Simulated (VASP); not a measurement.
# TaN (P6/mmm) in VASP: single point with PBE+D3(BJ)

Aim: the single point of TaN with PBE+D3(BJ).

Program: VASP 6.6.1. These are calculated values, not measurements. Logs are shortened: lines on timing, memory, paths and dates and some standing lists are left out, and cuts for length are marked.

### Step 1. The cell of the first run

It takes space group P6/mmm (No. 191, hexagonal). Conventional cell: a = 5.215 Å, b = 5.215 Å, c = 2.912 Å, α = 90.00°, β = 90.00°, γ = 120.00°. Within 3.4 Å of Ta (site symmetry 6/mmm) lie 6 N at 2.61 Å and 14 Ta at 2.91 to 3.34 Å. Within 2.8 Å of Ta (site symmetry -6m2) lie 6 N at 2.09 Å. N (site symmetry mmm) has 6 Ta at 2.09 to 2.61 Å and 4 N at 2.61 Å within 2.8 Å.

### Step 2. Single point, PBE+D3(BJ)

INCAR reads:

```
PREC     = Accurate       # precision mode
ENCUT    = 520            # plane-wave cutoff, eV
EDIFF    = 1E-7           # SCF threshold, eV
ISMEAR   = 0              # smearing method
SIGMA    = 0.1            # smearing width, eV
LREAL    = F              # projectors in reciprocal space
LASPH    = T              # aspherical terms in the spheres
NELM     = 100            # most SCF steps
ALGO     = Normal         # electronic algorithm
ISIF     = 2              # what is computed and relaxed
LWAVE    = F              # write WAVECAR
LCHARG   = F              # write CHGCAR
GGA      = PE             # functional
IVDW     = 12             # dispersion correction
NBANDS   = 33             # bands
```

KPOINTS reads:

```
Automatic mesh
0
Gamma
  12 12 12
```

POSCAR reads:

```
TaN
1.0
    5.2151409708      0.0000000000      0.0000000000
   -2.6075704854      4.5164445650      0.0000000000
    0.0000000000      0.0000000000      2.9116788994
Ta N
3 3
Direct
    0.0000000000      0.0000000000      0.0000000000
    0.3333333333      0.6666666667      0.5000000000
    0.6666666667      0.3333333333      0.5000000000
    0.5000000000      0.0000000000      0.0000000000
    0.5000000000      0.5000000000      0.0000000000
    0.0000000000      0.5000000000      0.0000000000
```

Potentials or basis: VASP PAW PBE potentials, release 64 (Ta_pv, N).

Launch:

```bash
$ cat potpaw_PBE.64/Ta_pv/POTCAR potpaw_PBE.64/N/POTCAR > POTCAR
$ mpirun -np 1 vasp_std > vasp.out
```

OUTCAR:

```text
PREC = Accurate
   ENCUT = 520
   EDIFF = 1E-7
   ISMEAR = 0
   LREAL = F
   LASPH = T
   NELM = 100
   ISIF = 2
   GGA = PE
   IVDW = 12
 IVDW          = 12

 ion  position               nearest neighbor table
   1  0.000  0.000  0.000-   5 2.61   6 2.61   6 2.61   5 2.61   4 2.61   4 2.61   3 3.34   3 3.34
                             2 3.34   2 3.34   2 3.34   3 3.34   2 3.34   3 3.34   2 3.34   3 3.34
   2  0.333  0.667  0.500-   4 2.09   4 2.09   6 2.09   6 2.09   5 2.09   5 2.09   3 3.01   3 3.01
                             3 3.01   1 3.34   1 3.34   1 3.34   1 3.34   1 3.34   1 3.34
   3  0.667  0.333  0.500-   4 2.09   4 2.09   6 2.09   6 2.09   5 2.09   5 2.09   2 3.01   2 3.01
                             2 3.01   1 3.34   1 3.34   1 3.34   1 3.34   1 3.34   1 3.34
   4  0.500  0.000  0.000-   2 2.09   3 2.09   2 2.09   3 2.09   1 2.61   1 2.61
   5  0.500  0.500  0.000-   2 2.09   3 2.09   2 2.09   3 2.09   1 2.61   1 2.61
   6  0.000  0.500  0.000-   2 2.09   3 2.09   2 2.09   3 2.09   1 2.61   1 2.61

  LATTYP: Found a hexagonal cell.
 ALAT       =     5.2151409708
 C/A-ratio  =     0.5583125971

  Lattice vectors:

 A1 = (   5.2151409708,   0.0000000000,   0.0000000000)
 A2 = (  -2.6075704854,   4.5164445650,   0.0000000000)
 A3 = (   0.0000000000,   0.0000000000,   2.9116788994)

Analysis of symmetry for initial positions (statically):
=====================================================================
 Subroutine PRICEL returns:
 Original cell was already a primitive cell.

 Routine SETGRP: Setting up the symmetry group for a
 hexagonal supercell.

 Subroutine GETGRP returns: Found 24 space group operations
 (whereof 24 operations were pure point group operations)
 out of a pool of 24 trial point group operations.

The static configuration has the point symmetry D_6h.

Analysis of symmetry for dynamics (positions and initial velocities):
=====================================================================
 Subroutine PRICEL returns:
 Original cell was already a primitive cell.

 Routine SETGRP: Setting up the symmetry group for a
 hexagonal supercell.

 Subroutine GETGRP returns: Found 24 space group operations
 (whereof 24 operations were pure point group operations)
 out of a pool of 24 trial point group operations.

The dynamic configuration has the point symmetry D_6h.

 Subroutine INISYM returns: Found 24 space group operations
 (whereof 24 operations are pure point group operations),
 and found     1 'primitive' translations

----------------------------------------------------------------------------------------

                                     Primitive cell

  volume of cell :      68.5814

  direct lattice vectors                    reciprocal lattice vectors
     5.215140971  0.000000000  0.000000000     0.191749371  0.110706551  0.000000000
    -2.607570485  4.516444565  0.000000000     0.000000000  0.221413102  0.000000000
     0.000000000  0.000000000  2.911678899     0.000000000  0.000000000  0.343444464

  length of vectors
     5.215140971  5.215140971  2.911678899     0.221413102  0.221413102  0.343444464

  position of ions in fractional coordinates (direct lattice)
     0.000000000  0.000000000  0.000000000
     0.333333333  0.666666667  0.500000000
     0.666666667  0.333333333  0.500000000
     0.500000000  0.000000000  0.000000000
     0.500000000  0.500000000  0.000000000
     1.000000000  0.500000000  0.000000000

  ion indices of the primitive-cell ions
   primitive index   ion index
                 1           1
                 2           2
                 3           3
                 4           4
                 5           5
                 6           6

----------------------------------------------------------------------------------------

 KPOINTS: Automatic mesh

Automatic generation of k-mesh.
 Grid dimensions read from file:
 generate k-points for:   12   12   12

 Generating k-lattice:

  Cartesian coordinates                     Fractional coordinates (reciprocal lattice)
     0.015979114  0.009225546  0.000000000     0.083333333  0.000000000  0.000000000
     0.000000000  0.018451092  0.000000000     0.000000000  0.083333333  0.000000000
     0.000000000  0.000000000  0.028620372     0.000000000  0.000000000  0.083333333

  Length of vectors
     0.018451092  0.018451092  0.028620372

  Shift w.r.t. Gamma in fractional coordinates (k-lattice)
     0.000000000  0.000000000  0.000000000

 Subroutine IBZKPT returns following result:
 ===========================================

 Found    133 irreducible k-points:

 Following reciprocal coordinates:
            Coordinates               Weight
  0.000000  0.000000  0.000000      1.000000
  0.083333 -0.000000  0.000000      6.000000
  0.166667  0.000000  0.000000      6.000000
  0.250000  0.000000  0.000000      6.000000
  0.333333  0.000000  0.000000      6.000000
  0.416667  0.000000  0.000000      6.000000
[... 16 lines left out ...]
  0.250000  0.000000  0.083333     12.000000
  0.333333  0.000000  0.083333     12.000000
 [... further k-points ...]
   k-points           NKPTS =    133   k-points in BZ     NKDIM =    133   number of bands    NBANDS=     33
   number of dos      NEDOS =    301   number of ions     NIONS =      6
   total plane-waves  NPLWV =  38400
   dimension x,y,z NGX =    40 NGY =   40 NGZ =   24
   dimension x,y,z NGXF=    80 NGYF=   80 NGZF=   48
   ions per type =               3   3
   NGX,Y,Z   is equivalent  to a cutoff of  12.75, 12.75, 13.70 a.u.
   NGXF,Y,Z  is equivalent  to a cutoff of  25.50, 25.50, 27.41 a.u.
 SYSTEM =  unknown system
   PREC   = accura    normal or accurate (medium, high low for compatibility)
   ISTART =      0    job   : 0-new  1-cont  2-samecut
   ICHARG =      2    charge: 1-file 2-atom 10-const
   ISPIN  =      1    spin polarized calculation?
   LNONCOLLINEAR =      F non collinear calculations
   LSORBIT =      F    spin-orbit coupling
   LASPH  =      T    aspherical Exc in radial PAW
   ENCUT  =  520.0 eV  38.22 Ry    6.18 a.u.   9.70  9.70  5.41*2*pi/ulx,y,z
   NELM   =    100;   NELMIN=  2; NELMDL= -5     # of ELM steps
   EDIFF  = 0.1E-06   stopping-criterion for ELM
   LREAL  =      F    real-space projection
   EDIFFG = 0.1E-05   stopping-criterion for IOM
   NSW    =      0    number of steps for IOM
   IBRION =     -1    ionic relax: 0-MD 1-quasi-New 2-CG
   NFREE  =      0    steps in history (QN), initial steepest desc. (CG)
   ISIF   =      2    stress and relaxation
   ISYM   =      2    0-nonsym 1-usesym 2-fastsym
   POTIM  = 0.5000    time-step for ionic-motion
   TEBEG  =    0.0;   TEEND  =   0.0 temperature during run
   PSTRESS=    0.0 pullay stress
   NELECT =      48.0000    total number of electrons
   NUPDOWN=      -1.0000    fix difference up-down
   EMIN   =  10.00;   EMAX   =-10.00  energy-range for DOS
   EFERMI =   0.00;   METHOD = LEGACY
   ISMEAR =     0;   SIGMA  =   0.10  broadening in eV -4-tet -1-fermi 0-gaus
   EFERMI_NEDOS =   21; number of points for ismear=-14 and -15
   IALGO  =     38    algorithm
   IMIX   =      4    mixing-type and parameters
     AMIX     =   0.40;   BMIX     =  1.00
     AMIX_MAG =   1.60;   BMIX_MAG =  1.00
  volume/ion in A,a.u.               =      11.43        77.13
  Fermi-wavevector in a.u.,A,eV,Ry     =   1.453516  2.746747 28.745151  2.112709
  Thomas-Fermi vector in A             =   2.570773
   LORBIT       =      0    0 simple, 1 ext, 2 COOP (PROOUT), +10 PAW based schemes
   GGA     = PE    functional components
   LHFCALC =     F    Hartree Fock is set to
   AEXX    =    0.0000 exact exchange contribution
   IVDW    =    12    specifies the selected vdW correction
   LEPSILON=     F    determine dielectric tensor
   LRPA    =     F    only Hartree local field effects (RPA)
 non-spin polarized calculation
 Gauss-broadening in eV      SIGMA  =   0.10
  energy-cutoff  :      520.00
  volume of cell :       68.58
 maximum number of plane-waves:      1866
 NGX is ok and might be reduce to    40
   NGX = 19   NGY = 19   NGZ = 11

 number of electron      48.0000000 magnetization

 Free energy of the ion-electron system (eV)
  ---------------------------------------------------
  ext. energy  EPLUGINS =         0.00000000
  ---------------------------------------------------
  free energy    TOTEN  =       -64.76280309 eV

  energy without entropy =      -64.75947006  energy(sigma->0) =      -64.76113658

 E-fermi :   8.1287     XC(G=0): -12.9855

 val. band max:        8.1193140451   @ k =   0.1667   0.0000   0.2500
 cond. band min:       8.1534783071   @ k =   0.1667   0.0000   0.0000
 fundamental gap:      0.0341642620
 Fermi energy:         8.1287372911

 k-point     1 :       0.0000    0.0000    0.0000
  band No.  band energies     occupation
      1     -28.1240      2.00000
      2     -28.1240      2.00000
      3     -27.7477      2.00000
      4     -27.7477      2.00000
      5     -27.5194      2.00000
      6     -27.4171      2.00000
[... 25 lines left out ...]
     32      11.3172      0.00000
     33      11.3172      0.00000

 k-point     2 :       0.0833   -0.0000    0.0000
  band No.  band energies     occupation
      1     -28.1292      2.00000
      2     -28.1215      2.00000
      3     -27.7430      2.00000
      4     -27.7407      2.00000
      5     -27.5174      2.00000
      6     -27.4252      2.00000
[... 25 lines left out ...]
     32      11.3380      0.00000
     33      11.3432      0.00000

 k-point     3 :       0.1667    0.0000    0.0000
  band No.  band energies     occupation
      1     -28.1428      2.00000
      2     -28.1122      2.00000
      3     -27.7346      2.00000
      4     -27.7221      2.00000
      5     -27.5116      2.00000
      6     -27.4452      2.00000
[... 25 lines left out ...]
     32      11.4196      0.00000
     33      11.7160      0.00000

 k-point     4 :       0.2500    0.0000    0.0000
  band No.  band energies     occupation
      1     -28.1597      2.00000
      2     -28.0929      2.00000
      3     -27.7373      2.00000
      4     -27.6976      2.00000
      5     -27.5026      2.00000
      6     -27.4649      2.00000
[... 25 lines left out ...]
     32      11.5470      0.00000
     33      11.6737      0.00000

 k-point     5 :       0.3333    0.0000    0.0000
  band No.  band energies     occupation
      1     -28.1753      2.00000
      2     -28.0628      2.00000
      3     -27.7626      2.00000
      4     -27.6735      2.00000
      5     -27.4917      2.00000
      6     -27.4729      2.00000
[... 604 lines left out ...]
 k-point    22 :       0.1667    0.0000    0.0833
  band No.  band energies     occupation
      1     -28.1318      2.00000
      2     -28.1015      2.00000
      3     -27.7259      2.00000
      4     -27.7127      2.00000
      5     -27.5796      2.00000
      6     -27.4585      2.00000
[... 25 lines left out ...]
     32      11.2042      0.00000
     33      11.7069      0.00000

 k-point    23 :       0.2500    0.0000    0.0833
  band No.  band energies     occupation
      1     -28.1482      2.00000
      2     -28.0822      2.00000
      3     -27.7296      2.00000
      4     -27.6890      2.00000
      5     -27.5738      2.00000
      6     -27.4689      2.00000
[... 25 lines left out ...]
     32      11.4357      0.00000
     33      11.7353      0.00000

 k-point    24 :       0.3333    0.0000    0.0833
  band No.  band energies     occupation
      1     -28.1633      2.00000
      2     -28.0525      2.00000
      3     -27.7554      2.00000
      4     -27.6657      2.00000
      5     -27.5654      2.00000
      6     -27.4805      2.00000
[... 25 lines left out ...]
     32      11.6337      0.00000
     33      11.8594      0.00000

 [... further k-points ...]

------------------------ aborting loop because EDIFF is reached ----------------------------------------

 Edisp (eV)   -2.62837

 E8    (eV) :    -1.2146

  FORCE on cell =-STRESS in cart. coord.  units (eV):
  Direction    XX          YY          ZZ          XY          YZ          ZX
  --------------------------------------------------------------------------------------
  -------------------------------------------------------------------------------------
  Total       0.29830     0.29830     0.42074     0.00000    -0.00000    -0.00000
  in kB       6.96884     6.96884     9.82912     0.00000    -0.00000    -0.00000
  external pressure =        7.92 kB  Pullay stress =        0.00 kB

 VOLUME and BASIS-vectors are now :
 -----------------------------------------------------------------------------
  energy-cutoff  :      520.00
  volume of cell :       68.58
      direct lattice vectors                 reciprocal lattice vectors
     5.215140971  0.000000000  0.000000000     0.191749371  0.110706551  0.000000000
    -2.607570485  4.516444565  0.000000000     0.000000000  0.221413102  0.000000000
     0.000000000  0.000000000  2.911678899     0.000000000  0.000000000  0.343444464

 POSITION                                       TOTAL-FORCE (eV/Angst)
 -----------------------------------------------------------------------------------
      0.00000      0.00000      0.00000         0.000000      0.000000      0.000000
     -0.00000      3.01096      1.45584         0.000000      0.000000      0.000000
      2.60757      1.50548      1.45584        -0.000000      0.000000     -0.000000
      2.60757      0.00000      0.00000         0.000000      0.000000      0.000000
      1.30379      2.25822      0.00000         0.000000      0.000000      0.000000
     -1.30379      2.25822      0.00000         0.000000      0.000000      0.000000
 -----------------------------------------------------------------------------------
    total drift:                               -0.000000      0.000000     -0.000000

  FREE ENERGIE OF THE ION-ELECTRON SYSTEM (eV)
  ---------------------------------------------------
  free  energy   TOTEN  =       -67.3911745375 eV

  energy  without entropy=      -67.3878415018  energy(sigma->0) =      -67.38950802
```

Wall time 4.7 min (1 thread of Intel Xeon 6975P-C, shared host); peak memory 0.36 GiB.

What came out:

| Item | Value |
| --- | --- |
| Free energy | -67.3912 eV |
| Pressure | 0.8 GPa |
| Band gap on the k mesh | zero (band 24 reaches 9.01 eV, above the bottom of band 25 at 6.86 eV) |
| Dispersion energy per atom | -0.438 eV |

Caveat: spin-orbit coupling is left out, which moves the levels of the heavy elements; pairwise dispersion overbinds metals, which lowers pressure and volume.
